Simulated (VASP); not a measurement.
V, 1 atom in the cell. The structure is cubic, space group Im-3m (No. 229). The conventional cell has a = 2.966 Å, b = 2.966 Å, c = 2.966 Å, α = 90.00°, β = 90.00°, γ = 90.00°. V (site symmetry m-3m) has 14 V at 2.57 to 2.97 Å within 3.4 Å. 

| Quantity | Value |
| --- | --- |
| Program | VASP 6.6.1 |
| Task | single point |
| Functional | PBEsol |
| Potentials or basis | VASP PAW PBE potentials, release 64 (V_sv) |
| Cutoff | 520 eV |
| k mesh | 10 × 10 × 10 |
| Occupations | fermi-dirac, width 0.02 eV |
| Spin | collinear spin, ferromagnetic start |
| Starting moments | [1.5] μB |
| Dipole correction | no |
| Further INCAR settings | ALGO = Normal; EDIFF = 1e-06; NBANDS = 16 |

Potentials or basis: VASP PAW PBE potentials, release 64 (V_sv).

Command:

```console
$ cat potpaw_PBE.64/V_sv/POTCAR > POTCAR
$ mpirun -np 1 vasp_std > vasp.out
```

Hardware: 1 thread of Intel(R) Xeon(R) 6975P-C (Granite Rapids), with other jobs on the host.

Q: Estimate the wall time of this run.

A: Run time: 8.2 s on 1 thread of Intel(R) Xeon(R) 6975P-C (Granite Rapids), on a shared host, peak memory 0.13 GiB. Counts: scf iterations 13, k points 47.
